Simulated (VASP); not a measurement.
Write the native input for VASP 6.6.1 that does the following.

```
Task                   : single point
Functional             : r2SCAN
Potentials or basis    : VASP PAW PBE potentials, release 64 (Pt, Se)
Cutoff                 : 520 eV
k mesh                 : 8 × 8 × 5
Occupations            : fermi-dirac, width 0.05 eV
Spin                   : no spin polarisation
Dipole correction      : no
Further INCAR settings : ALGO = Normal; EDIFF = 1e-06; NBANDS = 18
```

PtSe2:

```xyz
3
Lattice="3.7970 0.0000 0.0000 -1.8985 3.2883 0.0000 0.0000 0.0000 5.1613" Properties=species:S:1:pos:R:3 pbc="T T T"
Pt    0.0000    0.0000    0.0000
Se    1.8985    1.0961    3.8710
Se    0.0000    2.1922    1.2903
```

One way to write it, as run:

POSCAR

```
PtSe2
1.0
    3.7970381507      0.0000000000      0.0000000000
   -1.8985190754      3.2883314977      0.0000000000
    0.0000000000      0.0000000000      5.1612801071
Pt Se
1 2
Direct
    0.0000000000      0.0000000000      0.0000000000
    0.6666666667      0.3333333333      0.7500000000
    0.3333333333      0.6666666667      0.2500000000
```

INCAR.step1

```
SYSTEM = PtSe2
  PREC = Accurate
  ENCUT = 520
  ISMEAR = -1
  SIGMA = 0.05
  LREAL = .False.
  LASPH = .True.
  NELM = 80
  NBANDS = 18
  GGA = PE
  ALGO = Normal
  EDIFF = 1E-4
  LWAVE = .True.
  LCHARG = .False.
```

INCAR.step2

```
SYSTEM = PtSe2
  PREC = Accurate
  ENCUT = 520
  EDIFF = 1E-6
  ISMEAR = -1
  SIGMA = 0.05
  LREAL = .False.
  LASPH = .True.
  NELM = 80
  ALGO = Normal
  ISIF = 2
  LWAVE = .False.
  LCHARG = .True.
  METAGGA = R2SCAN
  LMIXTAU = .True.
  LELF = .True.
  LVHAR = .True.
  NBANDS = 18
  ISTART = 1
```

KPOINTS

```
Automatic mesh
0
Gamma
  8 8 5
  0 0 0
```

Potentials or basis: VASP PAW PBE potentials, release 64 (Pt, Se).

Run with:

```sh
$ cat potpaw_PBE.64/Pt/POTCAR potpaw_PBE.64/Se/POTCAR > POTCAR
$ cp INCAR.step1 INCAR
$ mpirun -np 1 vasp_std > vasp.out
$ cp INCAR.step2 INCAR
$ mpirun -np 1 vasp_std > vasp.out
```

It gave:

```
Pressure               : -2.5 GPa
Largest force          : 0.283 eV/Å
Band gap on the k mesh : zero (bands 11 and 12 overlap by 0.16 eV)
```

Caveat: the PAW data sets were made with another functional, which shifts forces and pressure a little; spin-orbit coupling is left out, which moves the levels of the heavy elements.

Run time: 110 s on 1 thread of Intel(R) Xeon(R) Platinum 8259CL CPU @ 2.50GHz (Skylake/Cascade Lake), with other jobs on the host, peak memory 0.21 GiB.
